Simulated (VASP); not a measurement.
Ta: single point with revPBE+D3(BJ)

Crystal: Ta.

```
Ta
1.0
     2.85797    0.00000    0.00000
    -1.42899    2.47508    0.00000
     0.00000    0.00000    5.08332
Ta
2
Direct
  0.33333 0.66667 0.25000
  0.66667 0.33333 0.75000
```

- Program: VASP 6.6.1
- Task: single point
- Functional: revPBE
- Dispersion: D3(BJ)
- Potentials or basis: VASP PAW PBE potentials, release 64 (Ta_pv)
- Cutoff: 520 eV
- k mesh: 11 × 11 × 5
- Occupations: fermi-dirac, width 0.05 eV
- Spin: no spin polarisation
- Dipole correction: no
- Further INCAR settings: ALGO = Normal; EDIFF = 1e-07; NBANDS = 18

* Pressure: 0.1 GPa
* Band gap on the k mesh: zero (band 11 reaches 7.02 eV, above the bottom of band 12 at 5.44 eV)
* Dispersion energy per atom: -1.178 eV

Levels at points of the mesh, in eV from the Fermi level:
| k point | band 8 | band 9 | band 10 | band 11 | band 12 | band 13 | band 14 | band 15 |
| --- | --- | --- | --- | --- | --- | --- | --- | --- |
| (0.00, 0.00, 0.00) | -5.08 | -0.63 | -0.05 | 0.58 | 0.58 | 1.18 | 1.18 | 3.08 |

Wall time 10 s on 1 thread of Intel(R) Xeon(R) 6975P-C (Granite Rapids), with other jobs on the host, peak memory 0.18 GiB.

Caveat: the PAW data sets were made with another functional, which shifts forces and pressure a little; spin-orbit coupling is left out, which moves the levels of the heavy elements; pairwise dispersion overbinds metals, which lowers pressure and volume.
